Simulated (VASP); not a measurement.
Input of a VASP 6.6.1 run:

The input POSCAR:

```
Pt
1.0
    0.0000000000      1.9678222133      1.9678222133
    1.9678222133      0.0000000000      1.9678222133
    1.9678222133      1.9678222133      0.0000000000
Pt
1
Direct
    0.0000000000      0.0000000000      0.0000000000
```

INCAR.step1

```
PREC = Accurate
ENCUT = 520
ISMEAR = -1
SIGMA = 0.1
LREAL = F
LASPH = T
NELM = 80
NBANDS = 11
GGA = PE
ALGO = Normal
EDIFF = 1E-4
LWAVE = T
LCHARG = F
```

INCAR.step2

```
PREC = Accurate
ENCUT = 520
EDIFF = 1E-6
ISMEAR = -1
SIGMA = 0.1
LREAL = F
LASPH = T
NELM = 80
ALGO = Normal
ISIF = 2
LWAVE = F
LCHARG = F
METAGGA = R2SCAN
LMIXTAU = T
IVDW = 12
VDW_S6 = 1.0
VDW_S8 = 0.78981345
VDW_A1 = 0.49484001
VDW_A2 = 5.73083694
NBANDS = 11
ISTART = 1
```

KPOINTS

```
regular mesh
0
Gamma
  10 10 10
```

Potentials or basis: VASP PAW PBE potentials, release 64 (Pt).

The run is started by

```sh
$ cat potpaw_PBE.64/Pt/POTCAR > POTCAR
$ cp INCAR.step1 INCAR
$ mpirun -np 1 vasp_std > vasp.out
$ cp INCAR.step2 INCAR
$ mpirun -np 1 vasp_std > vasp.out
```

Question: Predict the band gap on the k mesh.

Answer: Zero (band 5 reaches 11.33 eV, above the bottom of band 6 at 9.02 eV).

Question: What does it give for the pressure?

Answer: -1.6 GPa.

Caveat: three body term missing; the PAW data sets were made with another functional, which shifts forces and pressure a little; spin-orbit coupling is left out, which moves the levels of the heavy elements; pairwise dispersion overbinds metals, which lowers pressure and volume.
